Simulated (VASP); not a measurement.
Crystal: TiO2.

```xyz
6
Lattice="4.5969 0.0000 0.0000 0.0000 4.5969 0.0000 0.0000 0.0000 2.8649" Properties=species:S:1:pos:R:3 pbc="T T T"
Ti    0.0000    0.0000    0.0000
Ti    2.2984    2.2984    1.4324
O     1.3937    1.3937    0.0000
O     0.9047    3.6921    1.4324
O     3.6921    0.9047    1.4324
O     3.2032    3.2032    0.0000
```

This cell differs from its parent crystal: uniaxial z strain -3.0%.

Base run:

| Quantity | Value |
| --- | --- |
| Program | VASP 6.6.1 |
| Functional | r2SCAN |
| Potentials or basis | VASP PAW PBE potentials, release 64 (Ti_sv, O) |
| Cutoff | 520 eV |
| k mesh | 6 × 6 × 8 |
| Occupations | gaussian, width 0.01 eV |
| Spin | no spin polarisation |

Its results: band gap on the k mesh 2.29 eV, direct; pressure 10.6 GPa; largest force 0.047 eV/Å.

Q: The run is repeated on the same cell with these changes: functional from r2SCAN to PBE; occupations from gaussian, width 0.01 eV to fermi-dirac, width 0.02 eV. What comes out?

A: Band gap on the k mesh 1.92 eV, direct; pressure 15.0 GPa; largest force 0.100 eV/Å.

Caveats: the PAW data sets were made with another functional, which shifts forces and pressure a little (some runs).

A k mesh can miss the band edges.
